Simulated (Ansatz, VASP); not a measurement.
# TiAl2: VASP beside Ansatz

```
Ti Al
1.0
     1.96169   -6.02383    0.00000
     1.96169    6.02383    0.00000
     0.00000    0.00000    3.98875
Ti Al
2 4
Cartesian
  1.9617 -1.8795 0.0000
  1.9617 1.8795 0.0000
  0.0000 0.0000 0.0000
  1.9617 -3.9360 1.9944
  1.9617 3.9360 1.9944
  1.9617 0.0000 1.9944
```

Alike in both runs: functional r2SCAN; k mesh 4 × 4 × 4; occupations gaussian, width 0.1 eV; no spin polarisation.

Ansatz relaxed the structure, and its values are those at the end. VASP's run is a single point on that final structure, the one shown.

|  | VASP | Ansatz |
| --- | --- | --- |
| version | VASP 6.6.1 | Ansatz 0.2.0 |
| potentials or method | VASP PAW PBE potentials, release 64 (Ti_sv, Al), cutoff 520 eV | scalar-relativistic, plane waves, PAW |
| valence electrons in the cell | 36 | 36 |

VASP gave:

- gap on the k mesh at the Fermi level (eV): none
- pressure (GPa): 0.1
- rms of the force components (eV/Å): 0.012

Which values does Ansatz return?

gap on the k mesh at the Fermi level (eV): none; pressure (GPa): 0.1; rms of the force components (eV/Å): 0.010.

VASP's potentials were made for PBE, not for r2SCAN. A gap of «none» marks a metal or a gap that the smearing closes. The functional is the same, so the differences come from potentials, cutoffs and numerics.

The k mesh is coarse, so the values compare programs but aren't converged.
